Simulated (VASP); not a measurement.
A run of VASP 6.6.1 is set up as follows.

INCAR

```
PREC = Accurate
ENCUT = 520
EDIFF = 1E-6
ISMEAR = 0
SIGMA = 0.15
LREAL = F
LASPH = T
NELM = 60
ALGO = Fast
ISIF = 2
LWAVE = F
LCHARG = F
GGA = PS
NBANDS = 13
```

Contents of KPOINTS:

```
Automatic mesh
0
Gamma
  16 16 16
```

POSCAR

```
Pb
1.0
    0.0000000000      2.4698000000      2.4698000000
    2.6179880000      0.0000000000      2.4698000000
    2.6179880000      2.4698000000      0.0000000000
Pb
1
Direct
    0.0000000000      0.0000000000      0.0000000000
```

Potentials or basis: VASP PAW PBE potentials, release 64 (Pb_d).

Run with:

```console
$ cat potpaw_PBE.64/Pb_d/POTCAR > POTCAR
$ mpirun -np 1 vasp_std > vasp.out
```

Problem. Estimate the pressure.

Solution. -2.6 GPa.

Problem. Predict the band gap on the k mesh.

Solution. Zero (band 7 reaches 13.53 eV, above the bottom of band 8 at 4.79 eV).

Stress tensor (GPa, compression positive):
```
-3.04  0.00  0.00
 0.00 -2.34  0.00
 0.00  0.00 -2.34
```

Caveat: the cell differs from its parent crystal (strain +0.0600 x Voigt [1, 0, 0, 0, 0, 0]); the PAW data sets were made with another functional, which shifts forces and pressure a little; spin-orbit coupling is left out, which moves the levels of the heavy elements.
